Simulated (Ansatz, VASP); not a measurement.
## TaNbO: VASP beside Ansatz

The input INCAR:

```
  ALGO = Normal
  EDIFF = 1E-6
  ENCUT = 700
  GGA = PE
  GGA_COMPAT = False
  ISIF = 2
  ISMEAR = 0
  LASPH = True
  LCHARG = False
  LREAL = False
  LWAVE = False
  NBANDS = 41
  NELM = 120
  PREC = Accurate
  SIGMA = 0.1
```

Contents of KPOINTS:

```
k-points
0
Gamma
  6 6 2
```

Contents of POSCAR:

```
TaNbO
1.0
    2.9534617700      0.0000000000      0.0000000000
    0.0000000000      3.5300811100      0.0000000000
    0.0000000000      0.0000000000      7.6395230500
Ta Nb O
2 2 2
Direct
    0.5000000000      0.5000000000      0.1020000000
    0.0000000000      0.0000000000      0.8980000000
    0.0000000000      0.5000000000      0.3199999900
    0.5000000000      0.0000000000      0.6800000100
    0.0000000000      0.5000000000      0.9649999700
    0.5000000000      0.0000000000      0.0350000300
```

Input for Ansatz:

```yaml
crystal:
  lattice:
    - [2.95346177, 0.0, 0.0]
    - [0.0, 3.53008111, 0.0]
    - [0.0, 0.0, 7.63952305]
  atoms:
    - { symbol: Ta, position: [0.5, 0.5, 0.102] }
    - { symbol: Ta, position: [0.0, 0.0, 0.898] }
    - { symbol: Nb, position: [0.0, 0.5, 0.31999999] }
    - { symbol: Nb, position: [0.5, 0.0, 0.68000001] }
    - { symbol: O, position: [0.0, 0.5, 0.96499997] }
    - { symbol: O, position: [0.5, 0.0, 0.03500003] }
basis:
  ecutwfc: 420
kpoints:
  mp_grid: { grid: [6, 6, 2] }
hamiltonian:
  xc: pbe
scf:
  occupations: { method: gaussian, width: 0.1 }
  lower_state_search: "off"
output:
  forces: true
  stress: true
  eigenvalues: true
```

Change from the starting cell: species swapped into the CrBrO type (Pmmn, No. 59).

Alike in both runs: task single point; functional PBE; k mesh 6 × 6 × 2; occupations gaussian, width 0.1 eV; no spin polarisation.

|  | VASP | Ansatz |
| --- | --- | --- |
| version | VASP 6.6.1 | Ansatz 0.2.0 |
| potentials or method | VASP PAW PBE potentials, release 64 (Ta_sv_GW, Nb_sv, O), cutoff 700 eV | scalar-relativistic, plane waves, PAW |
| valence electrons in the cell | 64 | 64 |

|  | VASP | Ansatz | Ansatz less VASP |
| --- | --- | --- | --- |
| gap on the k mesh at the Fermi level (eV) | none | none | - |
| rms of the force components (eV/Å) | 5.264 | 5.179 | -0.0859 |

Atom by atom the forces differ by 0.096 eV/Å (rms over components). A gap of «none» marks a metal or a gap that the smearing closes. With one functional, cell and mesh, what is left measures potentials, basis and numerics.

The k mesh is coarse, so the values compare programs but aren't converged. Neither program's run includes spin-orbit coupling.
